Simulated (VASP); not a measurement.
# ZnO (Fm-3m) in VASP: a series of runs, part 3 of 3

VASP 6.6.1. Earlier steps stand in the parts before.

## 4. Single point, PBE (volume scaled by 1.10)

File INCAR:

```
SYSTEM = ZnO
ALGO = Normal ; EDIFF = 1E-6
ENCUT = 520 ; GGA = PE
ISIF = 2 ; ISMEAR = 0
LASPH = .TRUE. ; LCHARG = .FALSE.
LREAL = .FALSE. ; LWAVE = .FALSE.
NBANDS = 16 ; NELM = 60
PREC = Accurate ; SIGMA = 0.02
```

File KPOINTS:

```
k-points
0
G
  12 12 12
  0 0 0
```

File POSCAR:

```
ZnO
1.0
    0.0000000000      2.2347433169      2.2347433169
    2.2347433169      0.0000000000      2.2347433169
    2.2347433169      2.2347433169      0.0000000000
Zn O
1 1
Direct
    0.0000000000      0.0000000000      0.0000000000
    0.5000000000      0.5000000000      0.5000000000
```

Potentials or basis: VASP PAW PBE potentials, release 64 (Zn, O).

Started as:

```
$ cat potpaw_PBE.64/Zn/POTCAR potpaw_PBE.64/O/POTCAR > POTCAR
$ mpirun -np 1 vasp_std > vasp.out
```

OUTCAR:

```text
SYSTEM = ZnO
   EDIFF = 1E-6
   ENCUT = 520
   GGA = PE
   ISIF = 2
   ISMEAR = 0
   LASPH = .TRUE.
   LREAL = .FALSE.
   NELM = 60
   PREC = Accurate

 ion  position               nearest neighbor table
   1  0.000  0.000  0.000-   2 2.23   2 2.23   2 2.23   2 2.23   2 2.23   2 2.23
   2  0.500  0.500  0.500-   1 2.23   1 2.23   1 2.23   1 2.23   1 2.23   1 2.23

  LATTYP: Found a face centered cubic cell.
 ALAT       =     4.4694866338

  Lattice vectors:

 A1 = (   0.0000000000,   2.2347433169,   2.2347433169)
 A2 = (   2.2347433169,   0.0000000000,   2.2347433169)
 A3 = (   2.2347433169,   2.2347433169,   0.0000000000)

Analysis of symmetry for initial positions (statically):
=====================================================================
 Subroutine PRICEL returns:
 Original cell was already a primitive cell.

 Routine SETGRP: Setting up the symmetry group for a
 face centered cubic supercell.

 Subroutine GETGRP returns: Found 48 space group operations
 (whereof 48 operations were pure point group operations)
 out of a pool of 48 trial point group operations.

The static configuration has the point symmetry O_h .

Analysis of symmetry for dynamics (positions and initial velocities):
=====================================================================
 Subroutine PRICEL returns:
 Original cell was already a primitive cell.

 Routine SETGRP: Setting up the symmetry group for a
 face centered cubic supercell.

 Subroutine GETGRP returns: Found 48 space group operations
 (whereof 48 operations were pure point group operations)
 out of a pool of 48 trial point group operations.

The dynamic configuration has the point symmetry O_h .

 Subroutine INISYM returns: Found 48 space group operations
 (whereof 48 operations are pure point group operations),
 and found     1 'primitive' translations

----------------------------------------------------------------------------------------

                                     Primitive cell

  volume of cell :      22.3210

  direct lattice vectors                    reciprocal lattice vectors
     0.000000000  2.234743317  2.234743317    -0.223739342  0.223739342  0.223739342
     2.234743317  0.000000000  2.234743317     0.223739342 -0.223739342  0.223739342
     2.234743317  2.234743317  0.000000000     0.223739342  0.223739342 -0.223739342

  length of vectors
     3.160404307  3.160404307  3.160404307     0.387527909  0.387527909  0.387527909

  position of ions in fractional coordinates (direct lattice)
     0.000000000  0.000000000  0.000000000
     0.500000000  0.500000000  0.500000000

  ion indices of the primitive-cell ions
   primitive index   ion index
                 1           1
                 2           2

----------------------------------------------------------------------------------------

 KPOINTS: k-points

Automatic generation of k-mesh.
 Grid dimensions read from file:
 generate k-points for:   12   12   12

 Generating k-lattice:

  Cartesian coordinates                     Fractional coordinates (reciprocal lattice)
    -0.018644945  0.018644945  0.018644945     0.083333333  0.000000000  0.000000000
     0.018644945 -0.018644945  0.018644945     0.000000000  0.083333333  0.000000000
     0.018644945  0.018644945 -0.018644945     0.000000000  0.000000000  0.083333333

  Length of vectors
     0.032293992  0.032293992  0.032293992

  Shift w.r.t. Gamma in fractional coordinates (k-lattice)
     0.000000000  0.000000000  0.000000000

 Subroutine IBZKPT returns following result:
 ===========================================

 Found     72 irreducible k-points:

 Following reciprocal coordinates:
            Coordinates               Weight
  0.000000  0.000000  0.000000      1.000000
  0.083333  0.000000  0.000000      8.000000
  0.166667  0.000000  0.000000      8.000000
  0.250000  0.000000  0.000000      8.000000
  0.333333  0.000000  0.000000      8.000000
  0.416667  0.000000  0.000000      8.000000
[... 16 lines left out ...]
  0.500000  0.166667  0.000000     24.000000
 -0.416667  0.166667  0.000000     24.000000
 [... further k-points ...]
   k-points           NKPTS =     72   k-points in BZ     NKDIM =     72   number of bands    NBANDS=     16
   number of dos      NEDOS =    301   number of ions     NIONS =      2
   total plane-waves  NPLWV =  13824
   dimension x,y,z NGX =    24 NGY =   24 NGZ =   24
   dimension x,y,z NGXF=    48 NGYF=   48 NGZF=   48
   ions per type =               1   1
   NGX,Y,Z   is equivalent  to a cutoff of  12.62, 12.62, 12.62 a.u.
   NGXF,Y,Z  is equivalent  to a cutoff of  25.25, 25.25, 25.25 a.u.
 SYSTEM =  ZnO
   PREC   = accura    normal or accurate (medium, high low for compatibility)
   ISTART =      0    job   : 0-new  1-cont  2-samecut
   ICHARG =      2    charge: 1-file 2-atom 10-const
   ISPIN  =      1    spin polarized calculation?
   LNONCOLLINEAR =      F non collinear calculations
   LSORBIT =      F    spin-orbit coupling
   LASPH  =      T    aspherical Exc in radial PAW
   ENCUT  =  520.0 eV  38.22 Ry    6.18 a.u.   5.88  5.88  5.88*2*pi/ulx,y,z
   NELM   =     60;   NELMIN=  2; NELMDL= -5     # of ELM steps
   EDIFF  = 0.1E-05   stopping-criterion for ELM
   LREAL  =      F    real-space projection
[... 7 lines left out ...]
   TEBEG  =    0.0;   TEEND  =   0.0 temperature during run
   PSTRESS=    0.0 pullay stress
   NELECT =      18.0000    total number of electrons
   NUPDOWN=      -1.0000    fix difference up-down
   EMIN   =  10.00;   EMAX   =-10.00  energy-range for DOS
   EFERMI =   0.00;   METHOD = LEGACY
   ISMEAR =     0;   SIGMA  =   0.02  broadening in eV -4-tet -1-fermi 0-gaus
   EFERMI_NEDOS =   21; number of points for ismear=-14 and -15
   IALGO  =     38    algorithm
   IMIX   =      4    mixing-type and parameters
     AMIX     =   0.40;   BMIX     =  1.00
     AMIX_MAG =   1.60;   BMIX_MAG =  1.00
  volume/ion in A,a.u.               =      11.16        75.31
  Fermi-wavevector in a.u.,A,eV,Ry     =   1.523800  2.879565 31.592279  2.321967
  Thomas-Fermi vector in A             =   2.632194
   LORBIT       =      0    0 simple, 1 ext, 2 COOP (PROOUT), +10 PAW based schemes
   GGA     = PE    functional components
   LHFCALC =     F    Hartree Fock is set to
   AEXX    =    0.0000 exact exchange contribution
   IVDW    =     0    specifies the selected vdW correction
   LEPSILON=     F    determine dielectric tensor
   LRPA    =     F    only Hartree local field effects (RPA)
 non-spin polarized calculation
 Gauss-broadening in eV      SIGMA  =   0.02
  energy-cutoff  :      520.00
  volume of cell :       22.32
 maximum number of plane-waves:       620
   NGX = 11   NGY = 11   NGZ = 11

 number of electron      17.9999987 magnetization

 Free energy of the ion-electron system (eV)
  ---------------------------------------------------
  ext. energy  EPLUGINS =         0.00000000
  ---------------------------------------------------
  free energy    TOTEN  =        -8.55609332 eV

  energy without entropy =       -8.55609331  energy(sigma->0) =       -8.55609332

 E-fermi :   1.5715     XC(G=0): -11.5737

 val. band max:        1.4901365540   @ k =   0.5000   0.0000   0.0000
 cond. band min:       1.8196978503   @ k =   0.0000   0.0000   0.0000
 fundamental gap:      0.3295612964
 Fermi energy:         1.5715238277

 k-point     1 :       0.0000    0.0000    0.0000
  band No.  band energies     occupation
      1     -16.0202      2.00000
      2      -3.2171      2.00000
      3      -3.2171      2.00000
      4      -3.2171      2.00000
      5      -3.0542      2.00000
      6      -3.0542      2.00000
[... 8 lines left out ...]
     15      19.1333      0.00000
     16      19.1347      0.00000

 k-point     2 :       0.0833    0.0000    0.0000
  band No.  band energies     occupation
      1     -15.9601      2.00000
      2      -3.2479      2.00000
      3      -3.2147      2.00000
      4      -3.2147      2.00000
      5      -3.1002      2.00000
      6      -3.1002      2.00000
[... 8 lines left out ...]
     15      19.6585      0.00000
     16      19.6586      0.00000
[... 387 lines left out ...]
      5      -2.9588      2.00000
      6      -2.8843      2.00000
[... 8 lines left out ...]
     15      23.5149      0.00000
     16      25.1350      0.00000

 k-point    24 :      -0.4167    0.1667    0.0000
  band No.  band energies     occupation
      1     -14.9504      2.00000
      2      -4.5494      2.00000
      3      -3.7620      2.00000
      4      -3.7387      2.00000
      5      -2.9143      2.00000
      6      -2.9103      2.00000
[... 8 lines left out ...]
     15      22.9581      0.00000
     16      23.9163      0.00000

 [... further k-points ...]
[... 5 lines left out ...]
  --------------------------------------------------------------------------------------
  -------------------------------------------------------------------------------------
  Total       -1.6905240     -1.6905240     -1.6905240      0.0000000      0.0000000      0.0000000
  in kB     -121.3441899   -121.3441899   -121.3441899      0.0000000      0.0000000      0.0000000
  external PRESSURE =    -121.3441899 kB  Pullay stress =       0.0000000 kB

 VOLUME and BASIS-vectors are now :
 -----------------------------------------------------------------------------
  energy-cutoff  :      520.00
  volume of cell :       22.32
      direct lattice vectors                 reciprocal lattice vectors
     0.000000000  2.234743317  2.234743317    -0.223739342  0.223739342  0.223739342
     2.234743317  0.000000000  2.234743317     0.223739342 -0.223739342  0.223739342
     2.234743317  2.234743317  0.000000000     0.223739342  0.223739342 -0.223739342

 POSITION                                       TOTAL-FORCE (eV/Angst)
 -----------------------------------------------------------------------------------
      0.00000      0.00000      0.00000         0.000000      0.000000     -0.000000
      2.23474      2.23474      2.23474        -0.000000     -0.000000      0.000000
 -----------------------------------------------------------------------------------
    total drift:                                0.000000     -0.000000     -0.000000

  FREE ENERGIE OF THE ION-ELECTRON SYSTEM (eV)
  ---------------------------------------------------
  free  energy   TOTEN  =        -8.5560933150 eV

  energy  without entropy=       -8.5560933150  energy(sigma->0) =       -8.55609332
```

It took 6.9 s on 1 thread of Intel Xeon 6975P-C (Granite Rapids), shared host; peak memory 0.14 GiB.

What came out:

```yaml
Free_energy: -8.5561 eV
Pressure: -12.1 GPa
Band_gap_on_the_k_mesh: 0.33 eV, indirect (least direct gap 1.26 eV)
```

Levels at points of the mesh, in eV from the valence-band top:
| k point | band 7 | band 8 | band 9 | band 10 | band 11 | band 12 |
| --- | --- | --- | --- | --- | --- | --- |
| (0.00, 0.00, 0.00) | -0.94 | -0.94 | -0.94 | 0.33 | 17.21 | 17.21 |
| (0.50, 0.00, 0.00) | -3.53 | 0.00 | 0.00 | 5.23 | 7.97 | 12.12 |
| (0.50, 0.50, 0.00) | -4.12 | -2.16 | -2.16 | 3.64 | 9.88 | 11.01 |

 A k mesh can miss the band edges.

## 5. Summary

```csv
cell,gap on the mesh (eV),pressure (GPa)
"a = 3.092 Å, angles 60.0°, 2 atoms",0.60,-3.8
"a = 3.122 Å, angles 60.0°, 2 atoms",0.48,-7.7
"a = 3.160 Å, angles 60.0°, 2 atoms",0.33,-12.1
```

Alike in all rows: task single point; level PBE; potentials or basis VASP PAW PBE potentials, release 64 (Zn, O); no spin polarisation; k mesh 12 × 12 × 12; cutoff (eV) 520; smearing gaussian 0.02 eV.

Total energies depend on the potentials used, so only differences within one code and one set of settings carry meaning.
